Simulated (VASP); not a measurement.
Wanted: the native input for a VASP 6.6.1 run.

- Task: single point
- Functional: PBE
- Potentials or basis: VASP PAW PBE potentials, release 64 (B, Bi_d)
- Cutoff: 520 eV
- k mesh: 8 × 8 × 8
- Occupations: fermi-dirac, width 0.02 eV
- Spin: no spin polarisation
- Dipole correction: no
- Further INCAR settings: ALGO = Normal; EDIFF = 1e-06; NBANDS = 16

The structure of BiB lies in POSCAR:

```
BiB
1.0
    0.0000000000      2.6268329306      2.6268329306
    2.6268329306      0.0000000000      2.6268329306
    2.6268329306      2.6268329306      0.0000000000
B Bi
1 1
Direct
    0.0000000000      0.0000000000      0.0000000000
    0.5000000000      0.5000000000      0.5000000000
```

One way to write it, as run:

INCAR

```
SYSTEM = BiB
PREC = Accurate
ENCUT = 520
EDIFF = 1E-6
ISMEAR = -1
SIGMA = 0.02
LREAL = .False.
LASPH = .True.
NELM = 80
ALGO = Normal
ISIF = 2
LWAVE = .False.
LCHARG = .True.
GGA = PE
LELF = .True.
LVHAR = .True.
NBANDS = 16
```

KPOINTS

```
regular mesh
0
Gamma
  8 8 8
  0 0 0
```

Potentials or basis: VASP PAW PBE potentials, release 64 (B, Bi_d).

Command:

```bash
$ cat potpaw_PBE.64/B/POTCAR potpaw_PBE.64/Bi_d/POTCAR > POTCAR
$ mpirun -np 1 vasp_std > vasp.out
```

Results of the run:

* Pressure: 0.9 GPa
* Band gap on the k mesh: zero (bands 9 and 10 overlap by 4.10 eV)

Caveat: spin-orbit coupling is left out, which moves the levels of the heavy elements.

It took 34 s on 1 thread of Intel Xeon 8259CL, with other jobs on the host, peak memory 0.16 GiB.
